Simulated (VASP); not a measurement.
# Sb: single point with LDA

Sb:

```
Sb
1.0
     2.14872    1.24056    3.65598
    -2.14872    1.24056    3.65598
     0.00000   -2.48113    3.65598
Sb
2
Direct
  0.76464 0.76464 0.76464
  0.23536 0.23536 0.23536
```

| Quantity | Value |
| --- | --- |
| Program | VASP 6.6.1 |
| Task | single point |
| Functional | LDA |
| Potentials or basis | VASP PAW LDA potentials, release 64 (Sb) |
| Cutoff | 520 eV |
| k mesh | 8 × 8 × 8 |
| Occupations | fermi-dirac, width 0.05 eV |
| Spin | no spin polarisation |
| Dipole correction | no |
| Further INCAR settings | ALGO = Normal; EDIFF = 1e-06; NBANDS = 12 |

The pressure is 0.3 GPa, the largest force is 0.072 eV/Å and the band gap on the k mesh is zero (bands 5 and 6 overlap by 0.24 eV).

Forces on the atoms (eV/Å):
```
Sb   0.000  0.000 -0.072
Sb   0.000  0.000  0.072
```

Stress tensor (GPa, compression positive):
```
0.32 0.00 0.00
0.00 0.32 0.00
0.00 0.00 0.24
```

Levels at points of the mesh, in eV from the Fermi level:
| k point | band 1 | band 2 | band 3 | band 4 | band 5 | band 6 | band 7 | band 8 | band 9 | band 10 |
| --- | --- | --- | --- | --- | --- | --- | --- | --- | --- | --- |
| (0.00, 0.00, 0.00) | -12.94 | -4.70 | -2.00 | -1.90 | -1.90 | 2.26 | 2.79 | 2.79 | 4.92 | 4.92 |
| (0.50, 0.00, 0.00) | -10.49 | -9.84 | -1.86 | -1.65 | -0.32 | -0.21 | 0.22 | 0.30 | 7.82 | 8.51 |
| (0.50, 0.50, 0.00) | -10.48 | -8.00 | -5.67 | -3.85 | -3.84 | 1.51 | 5.10 | 5.52 | 7.19 | 8.66 |
| (0.50, 0.50, 0.50) | -11.19 | -9.23 | -1.34 | -1.34 | -0.54 | -0.07 | -0.07 | 0.96 | 7.24 | 8.72 |

It took 44 s on 1 thread of Intel Xeon 8259CL (shared host), peak memory 0.18 GiB.

Caveat: spin-orbit coupling is left out, which moves the levels of the heavy elements.
